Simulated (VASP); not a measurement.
# W (P4/nmm) in VASP: further runs

The runs below take W through single point, with LDA.

All numbers are computed with VASP 6.6.1; they aren't measurements. Logs are shortened: lines on timing, memory, paths and dates and some standing lists are left out, and cuts for length are marked.

**1. The cell of the first run**

Symmetry: P4/nmm, No. 129, tetragonal system. The conventional cell has a = 2.809 Å, b = 2.809 Å, c = 3.973 Å, α = 90.00°, β = 90.00°, γ = 90.00°. Within 3.7 Å of W (site symmetry 4mm) lie 12 W at 2.77 to 2.85 Å.

**2. Single point, LDA (atoms displaced along a vibrational mode)**

Input file INCAR:

```
PREC     = Accurate       # precision mode
ENCUT    = 500            # plane-wave cutoff, eV
EDIFF    = 1E-6           # SCF threshold, eV
ISMEAR   = 0              # smearing method
SIGMA    = 0.15           # smearing width, eV
LREAL    = F              # projectors in reciprocal space
LASPH    = T              # aspherical terms in the spheres
NELM     = 120            # most SCF steps
ALGO     = Normal         # electronic algorithm
ISIF     = 2              # what is computed and relaxed
LWAVE    = F              # write WAVECAR
LCHARG   = T              # write CHGCAR
LELF     = T              # ELF
LVHAR    = T            
NBANDS   = 21             # bands
GGA_COMPAT= F
```

Input file KPOINTS:

```
Automatic mesh
0
Gamma
  16 16 12
```

Input file POSCAR:

```
W
1.0
    0.0000000000     -1.9864787844     -1.9864787844
    0.0000000000      1.9864787844     -1.9864787844
    3.9729575688      0.0000000000      0.0000000000
W
2
Direct
    0.5000000000      0.5000000000      0.4931537150
    0.0000000000      0.0000000000      0.0068462850
```

Potentials or basis: VASP PAW LDA potentials, release 64 (W_sv).

On the command line:

```bash
$ cat potpaw_LDA.64/W_sv/POTCAR > POTCAR
$ mpirun -np 1 vasp_std > vasp.out
```

OUTCAR:

```text
PREC = Accurate
   ENCUT = 500
   EDIFF = 1E-6
   ISMEAR = 0
   LREAL = F
   LASPH = T
   NELM = 120
   ISIF = 2

 ion  position               nearest neighbor table
   1  0.500  0.500  0.493-   2 2.77   2 2.77   2 2.77   2 2.77   2 2.85   2 2.85   2 2.85   2 2.85

   2  0.000  0.000  0.007-   1 2.77   1 2.77   1 2.77   1 2.77   1 2.85   1 2.85   1 2.85   1 2.85

  LATTYP: Found a simple tetragonal cell.
 ALAT       =     2.8093052383
 C/A-ratio  =     1.4142135624

  Lattice vectors:

 A1 = (   0.0000000000,  -1.9864787844,  -1.9864787844)
 A2 = (   0.0000000000,   1.9864787844,  -1.9864787844)
 A3 = (   3.9729575688,   0.0000000000,   0.0000000000)

Analysis of symmetry for initial positions (statically):
=====================================================================
 Subroutine PRICEL returns:
 Original cell was already a primitive cell.

 Routine SETGRP: Setting up the symmetry group for a
 simple tetragonal supercell.

 Subroutine GETGRP returns: Found 16 space group operations
 (whereof  8 operations were pure point group operations)
 out of a pool of 16 trial point group operations.

The static configuration has the point symmetry C_4v.
 The point group associated with its full space group is D_4h.

Analysis of symmetry for dynamics (positions and initial velocities):
=====================================================================
 Subroutine PRICEL returns:
 Original cell was already a primitive cell.

 Routine SETGRP: Setting up the symmetry group for a
 simple tetragonal supercell.

 Subroutine GETGRP returns: Found 16 space group operations
 (whereof  8 operations were pure point group operations)
 out of a pool of 16 trial point group operations.

The dynamic configuration has the point symmetry C_4v.
 The point group associated with its full space group is D_4h.

 Subroutine INISYM returns: Found 16 space group operations
 (whereof  8 operations are pure point group operations),
 and found     1 'primitive' translations

----------------------------------------------------------------------------------------

                                     Primitive cell

  volume of cell :      31.3554

  direct lattice vectors                    reciprocal lattice vectors
[... 79 lines left out ...]
   ISTART =      0    job   : 0-new  1-cont  2-samecut
   ICHARG =      2    charge: 1-file 2-atom 10-const
   ISPIN  =      1    spin polarized calculation?
   LNONCOLLINEAR =      F non collinear calculations
   LSORBIT =      F    spin-orbit coupling
   LASPH  =      T    aspherical Exc in radial PAW
   ENCUT  =  500.0 eV  36.75 Ry    6.06 a.u.   5.12  5.12  7.24*2*pi/ulx,y,z
   NELM   =    120;   NELMIN=  2; NELMDL= -5     # of ELM steps
   EDIFF  = 0.1E-05   stopping-criterion for ELM
   LREAL  =      F    real-space projection
   EDIFFG = 0.1E-04   stopping-criterion for IOM
   NSW    =      0    number of steps for IOM
   IBRION =     -1    ionic relax: 0-MD 1-quasi-New 2-CG
   NFREE  =      0    steps in history (QN), initial steepest desc. (CG)
   ISIF   =      2    stress and relaxation
   ISYM   =      2    0-nonsym 1-usesym 2-fastsym
   POTIM  = 0.5000    time-step for ionic-motion
   TEBEG  =    0.0;   TEEND  =   0.0 temperature during run
   PSTRESS=    0.0 pullay stress
   NELECT =      28.0000    total number of electrons
   NUPDOWN=      -1.0000    fix difference up-down
   EMIN   =  10.00;   EMAX   =-10.00  energy-range for DOS
   EFERMI =   0.00;   METHOD = LEGACY
   ISMEAR =     0;   SIGMA  =   0.15  broadening in eV -4-tet -1-fermi 0-gaus
   EFERMI_NEDOS =   21; number of points for ismear=-14 and -15
   IALGO  =     38    algorithm
   IMIX   =      4    mixing-type and parameters
     AMIX     =   0.40;   BMIX     =  1.00
     AMIX_MAG =   1.60;   BMIX_MAG =  1.00
  volume/ion in A,a.u.               =      15.68       105.80
  Fermi-wavevector in a.u.,A,eV,Ry     =   1.576486  2.979127 33.814690  2.485310
  Thomas-Fermi vector in A             =   2.677312
   LORBIT       =      0    0 simple, 1 ext, 2 COOP (PROOUT), +10 PAW based schemes
   GGA     = CA    functional components
   LHFCALC =     F    Hartree Fock is set to
   AEXX    =    0.0000 exact exchange contribution
   IVDW    =     0    specifies the selected vdW correction
   LEPSILON=     F    determine dielectric tensor
   LRPA    =     F    only Hartree local field effects (RPA)
 non-spin polarized calculation
 Gauss-broadening in eV      SIGMA  =   0.15
  energy-cutoff  :      500.00
  volume of cell :       31.36
 maximum number of plane-waves:       830
   NGX = 11   NGY = 11   NGZ = 15

 number of electron      27.9999994 magnetization

 Free energy of the ion-electron system (eV)
  ---------------------------------------------------
  ext. energy  EPLUGINS =         0.00000000
  ---------------------------------------------------
  free energy    TOTEN  =       -27.21118165 eV

  energy without entropy =      -27.18459097  energy(sigma->0) =      -27.19788631

 E-fermi :  11.0049     XC(G=0): -13.8777

 val. band max:       10.9979442374   @ k =   0.0625   0.0625   0.4167
 cond. band min:      11.0062531011   @ k =   0.0625   0.0000   0.5000
 fundamental gap:      0.0083088636
 Fermi energy:        11.0049109145

 k-point     1 :       0.0000    0.0000    0.0000
  band No.  band energies     occupation
      1     -62.1385      2.00000
      2     -61.9565      2.00000
      3     -27.2242      2.00000
      4     -26.4449      2.00000
      5     -26.4449      2.00000
      6     -25.9489      2.00000
[... 565 lines left out ...]
     20      18.0580      0.00000
     21      24.1606      0.00000

 [... further k-points ...]

------------------------ aborting loop because EDIFF is reached ----------------------------------------

  FORCE on cell =-STRESS in cart. coord.  units (eV):
  Direction    XX          YY          ZZ          XY          YZ          ZX
  --------------------------------------------------------------------------------------
  -------------------------------------------------------------------------------------
  Total        0.1979272      0.5050455      0.5050455     -0.0000000      0.0000000      0.0000000
  in kB       10.1135673     25.8065094     25.8065094     -0.0000000      0.0000000      0.0000000
  external PRESSURE =      20.5755287 kB  Pullay stress =       0.0000000 kB

 VOLUME and BASIS-vectors are now :
 -----------------------------------------------------------------------------
  energy-cutoff  :      500.00
  volume of cell :       31.36
      direct lattice vectors                 reciprocal lattice vectors
     0.000000000 -1.986478784 -1.986478784     0.000000000 -0.251701656 -0.251701656
     0.000000000  1.986478784 -1.986478784     0.000000000  0.251701656 -0.251701656
     3.972957569  0.000000000  0.000000000     0.251701656  0.000000000  0.000000000

 POSITION                                       TOTAL-FORCE (eV/Angst)
 -----------------------------------------------------------------------------------
      1.95928      0.00000     -1.98648         0.884749      0.000000     -0.000000
      0.02720      0.00000      0.00000        -0.884749     -0.000000      0.000000
 -----------------------------------------------------------------------------------
    total drift:                                0.000000      0.000000     -0.000000

  FREE ENERGIE OF THE ION-ELECTRON SYSTEM (eV)
  ---------------------------------------------------
  free  energy   TOTEN  =       -27.2111816478 eV

  energy  without entropy=      -27.1845909743  energy(sigma->0) =      -27.19788631
```

It took 2.1 min on 1 thread of Intel Xeon 8259CL, shared host; peak memory 0.25 GiB.

What came out:

```yaml
Free_energy: -27.2112 eV
Pressure: 2.1 GPa
Largest_force: 0.885 eV/Å
Band_gap_on_the_k_mesh: zero (bands 14 and 15 overlap by 3.90 eV)
```

Forces on the atoms (eV/Å):
```
W    0.885  0.000  0.000
W   -0.885  0.000  0.000
```

Caveat: the cell differs from its parent crystal (atoms displaced along a vibrational mode); spin-orbit coupling is left out, which moves the levels of the heavy elements.

**3. Single point, LDA (atoms displaced along a vibrational mode)**

Input file INCAR:

```
SYSTEM = W
ALGO = Normal ; EDIFF = 1E-6
ENCUT = 500 ; GGA = CA
GGA_COMPAT = .False. ; ISIF = 2
ISMEAR = 0 ; LASPH = .True.
LCHARG = .True. ; LELF = .True.
LREAL = .False. ; LVHAR = .True.
LWAVE = .False. ; NBANDS = 21
NELM = 120 ; PREC = Accurate
SIGMA = 0.15
```

Input file KPOINTS:

```
k-points
0
Gamma
  16 16 12
  0 0 0
```

Input file POSCAR:

```
W
1.0
    0.0000000000     -1.9864787844     -1.9864787844
    0.0000000000      1.9864787844     -1.9864787844
    3.9729575688      0.0000000000      0.0000000000
W
2
Direct
    0.5000000000      0.5000000000      0.4863074299
    0.0000000000      0.0000000000      0.0136925701
```

Potentials or basis: VASP PAW LDA potentials, release 64 (W_sv).

On the command line:

```bash
$ cat potpaw_LDA.64/W_sv/POTCAR > POTCAR
$ mpirun -np 1 vasp_std > vasp.out
```

Run time: 2.2 min. Hardware: 1 thread of Intel Xeon 8259CL, shared host; peak memory 0.25 GiB.

The run converged. Its results:

| Quantity | Value |
| --- | --- |
| Free energy | -27.1402 eV |
| Pressure | 3.3 GPa |
| Largest force | 1.715 eV/Å |
| Band gap on the k mesh | zero (bands 14 and 15 overlap by 3.87 eV) |

Forces in eV/Å, atoms in the order of the input:
```
W    1.715  0.000  0.000
W   -1.715  0.000  0.000
```

Stress tensor (GPa, compression positive):
```
-0.70  0.00  0.00
 0.00  5.26  0.00
 0.00  0.00  5.26
```

Levels at points of the mesh, in eV from the Fermi level:
| k point | band 10 | band 11 | band 12 | band 13 | band 14 | band 15 | band 16 | band 17 | band 18 | band 19 |
| --- | --- | --- | --- | --- | --- | --- | --- | --- | --- | --- |
| (0.00, 0.00, 0.00) | -5.85 | -4.90 | -0.67 | -0.67 | -0.64 | 2.31 | 2.57 | 3.86 | 5.29 | 6.08 |
| (0.50, 0.00, 0.00) | -4.10 | -2.48 | -2.48 | -1.67 | -1.67 | 0.62 | 0.62 | 2.51 | 2.51 | 7.01 |
| (0.50, 0.50, 0.00) | -5.84 | -4.83 | -4.83 | 3.45 | 3.45 | 5.23 | 5.23 | 6.01 | 6.01 | 6.10 |
| (0.00, 0.00, 0.50) | -5.99 | -3.61 | -2.73 | -0.88 | 0.61 | 1.28 | 1.28 | 1.96 | 1.96 | 3.42 |
| (0.50, 0.00, 0.50) | -5.86 | -0.97 | -0.97 | -0.91 | -0.91 | 0.92 | 0.92 | 5.26 | 5.26 | 5.35 |
| (0.50, 0.50, 0.50) | -4.00 | -2.38 | -2.38 | -1.81 | -1.81 | 1.33 | 1.33 | 6.11 | 6.11 | 10.68 |

Caveat: the cell differs from its parent crystal (atoms displaced along a vibrational mode); the cell stands under pressure; spin-orbit coupling is left out, which moves the levels of the heavy elements; forces of over 1 eV/Å act on the atoms, so gaps and moduli don't describe the material at rest.
